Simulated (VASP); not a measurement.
# SnSe2: single point with PBEsol

The system is SnSe2.

```
CELL_PARAMETERS angstrom
3.69183 0.00000 0.00000
-1.84591 3.19722 0.00000
0.00000 0.00000 6.53960
ATOMIC_POSITIONS crystal
Sn 0.00000 0.00000 0.00000
Se 0.33333 0.66667 0.25000
Se 0.66667 0.33333 0.75000
```

This cell differs from its parent crystal: ratio of the length along z to the lengths across it x 1.1, volume and fractional coordinates fixed.

* Program: VASP 6.6.1
* Task: single point
* Functional: PBEsol
* Potentials or basis: VASP PAW PBE potentials, release 64 (Sn_d, Se)
* Cutoff: 520 eV
* k mesh: 9 × 9 × 6
* Occupations: gaussian, width 0.05 eV
* Spin: no spin polarisation

```
Pressure               : 2.6 GPa
Largest force          : 0.047 eV/Å
Band gap on the k mesh : 0.35 eV, indirect (least direct gap 0.98 eV)
```

Forces in eV/Å, atoms in the order of the input:
```
Sn   0.000  0.000  0.000
Se   0.000  0.000 -0.047
Se   0.000  0.000  0.047
```

Stress tensor (GPa, compression positive):
```
 4.17  0.00  0.00
 0.00  4.17  0.00
 0.00  0.00 -0.65
```

Levels at points of the mesh, in eV from the valence-band top:
```
           k point  band 10  band 11  band 12  band 13  band 14  band 15  band 16  band 17
(0.00, 0.00, 0.00)    -0.48    -0.48    -0.16    -0.16     1.11     3.24     4.74     4.74
(0.00, 0.00, 0.50)    -0.55    -0.55    -0.05    -0.05     2.61     3.14     4.57     4.57
```

It took 62 s on 1 thread of Intel(R) Xeon(R) Platinum 8488C (Sapphire Rapids) (shared host), peak memory 0.24 GiB.

Caveat: the PAW data sets were made with another functional, which shifts forces and pressure a little; spin-orbit coupling is left out, which moves the levels of the heavy elements; this functional lacks dispersion, which binds the layers, so the pressure and a relaxed spacing across them are unreliable. A k mesh can miss the band edges.
